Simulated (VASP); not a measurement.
A run of VASP 6.6.1:

INCAR

```
SYSTEM = Ti18Pt
  PREC = Accurate
  ENCUT = 400
  EDIFF = 1E-6
  ISMEAR = 0
  SIGMA = 0.1
  LREAL = .False.
  LASPH = .True.
  NELM = 120
  ALGO = Normal
  ISIF = 2
  LWAVE = .False.
  LCHARG = .False.
  GGA = PS
  NBANDS = 128
  GGA_COMPAT = .False.
  NELMDL = -8
```

KPOINTS

```
Automatic mesh
0
Gamma
  1 1 1
  0 0 0
```

The input POSCAR:

```
Ti18Pt
1.0
    5.9000000000      0.0000000000      0.0000000000
    4.4250000000      7.6643250000      0.0000000000
    0.0000000000      0.0000000000     17.6846000000
Ti Pt
18 1
Direct
    0.0000000000      0.0000000000      0.0565463737
    0.5000000000      0.0000000000      0.0565463737
    0.0000000000      0.3333333333      0.0565463737
    0.5000000000      0.3333333333      0.0565463737
    0.0000000000      0.6666666667      0.0565463737
    0.5000000000      0.6666666667      0.0565463737
   -0.1694439019      0.2243001178      0.1733443222
    0.3378994569      0.2167907807      0.1777583321
   -0.1662728329      0.5564589184      0.1770317678
    0.3264528422      0.5612452499      0.1806010880
   -0.1719789865      0.8869724340      0.1768547776
    0.3389161937      0.8873408943      0.1771449736
    0.0044113029     -0.0050733757      0.2996966853
    0.4969703293     -0.0005464278      0.3054800787
    0.0000099876      0.3358813725      0.3018852561
    0.4991130108      0.3327593754      0.3033314862
   -0.0079097914      0.6687106823      0.3037909820
    0.5025842262      0.6695765120      0.3040818000
    0.8461625504      0.2131308367      0.4003981996
```

Potentials or basis: VASP PAW PBE potentials, release 64 (Ti_sv, Pt).

The run is started by

```console
$ cat potpaw_PBE.64/Ti_sv/POTCAR potpaw_PBE.64/Pt/POTCAR > POTCAR
$ mpirun -np 1 vasp_gam > vasp.out
```

Hardware: 1 thread of Intel Xeon 8259CL (shared host).

Question: Estimate the wall time of this run.

Answer: Wall time 11 min on 1 thread of Intel Xeon 8259CL, on a shared host, peak memory 0.62 GiB. Counts: scf iterations 45, k points 1.
